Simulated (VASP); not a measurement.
A run of VASP 6.6.1 is set up as follows.

The input INCAR:

```
PREC = Accurate
ENCUT = 520
EDIFF = 1E-6
ISMEAR = -1
SIGMA = 0.13605693000000002
LREAL = False
LASPH = True
NELM = 100
ALGO = Normal
ISIF = 2
LWAVE = False
LCHARG = False
GGA = PS
NBANDS = 20
```

KPOINTS

```
Automatic mesh
0
Gamma
  8 8 8
```

File POSCAR:

```
Ga
1.0
    0.0000000000      2.8808890002      2.8808890002
    2.8808890002      0.0000000000      2.8808890002
    2.8808890002      2.8808890002      0.0000000000
Ga
2
Direct
    0.0000000000      0.0000000000      0.0000000000
    0.2500000000      0.2500000000      0.2500000000
```

Potentials or basis: VASP PAW PBE potentials, release 64 (Ga_d).

Run with:

```console
$ cat potpaw_PBE.64/Ga_d/POTCAR > POTCAR
$ mpirun -np 1 vasp_std > vasp.out
```

Task: What does it give for the pressure?

Result: 0.0 GPa.

Task: Predict the band gap on the k mesh.

Result: Zero (band 13 reaches 5.72 eV, above the bottom of band 14 at 1.25 eV).

Caveat: the PAW data sets were made with another functional, which shifts forces and pressure a little.
